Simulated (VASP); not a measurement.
Runs of VASP 6.6.1 on ZnS. The structure is that of space group F-43m (No. 216), or close to it. The cells are those of the table. 

```tsv
cell	gap on the mesh (eV)	pressure (GPa)
a = 3.821 Å, angles 60.0°, 2 atoms	1.98	(a)
a = 3.871 Å, angles 60.0°, 2 atoms	1.81	-4.3
a = 3.770 Å, angles 60.0°, 2 atoms	2.15	1.4
a = 3.716 Å, angles 60.0°, 2 atoms	2.34	5.4
a = 3.921 Å, angles 60.0°, 2 atoms	1.65	(b)
```

Alike in all rows: task single point; level PBEsol; potentials or basis VASP PAW PBE potentials, release 64 (Zn, S); no spin polarisation; k mesh 6 × 6 × 6; cutoff (eV) 520; smearing gaussian 0.01 eV.

Q: Estimate the missing entries.

A: (a) -1.8; (b) -6.3.

Caveats: the PAW data sets were made with another functional, which shifts forces and pressure a little.

